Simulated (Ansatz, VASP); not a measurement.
## P in VASP and in Ansatz

```
P
1.0
     2.79117    0.00000    0.00000
     0.00000   29.62848    0.00000
     0.00000    0.00000    4.63208
P
4
Direct
  0.00000 0.97026 0.59215
  0.00000 0.02974 0.40785
  0.50000 0.02974 0.09215
  0.50000 0.97026 0.90785
```

Change from the starting cell: strain -0.1500 x Voigt [1, 1, 0, 0, 0, 0], atoms carried along.

Alike in both runs: task single point; functional PBE; k mesh 8 × 1 × 6; occupations gaussian, width 0.05 eV; no spin polarisation.

|  | VASP | Ansatz |
| --- | --- | --- |
| version | VASP 6.6.1 | Ansatz 0.2.0 |
| potentials or method | VASP PAW PBE potentials, release 64 (P), cutoff 520 eV | scalar-relativistic, plane waves, PAW |
| valence electrons in the cell | 20 | 20 |

Ansatz gave:

```
gap on the k mesh at the Fermi level (eV) : 0.42
least direct gap on the mesh (eV)         : 0.60
rms of the force components (eV/Å)        : 2.849
```

Problem. Estimate VASP's values.

Solution. gap on the k mesh at the Fermi level (eV): 0.41; least direct gap on the mesh (eV): 0.65; rms of the force components (eV/Å): 2.782.

Atom by atom the forces differ by 0.070 eV/Å (rms over components). The functional is the same, so the differences come from potentials, cutoffs and numerics.
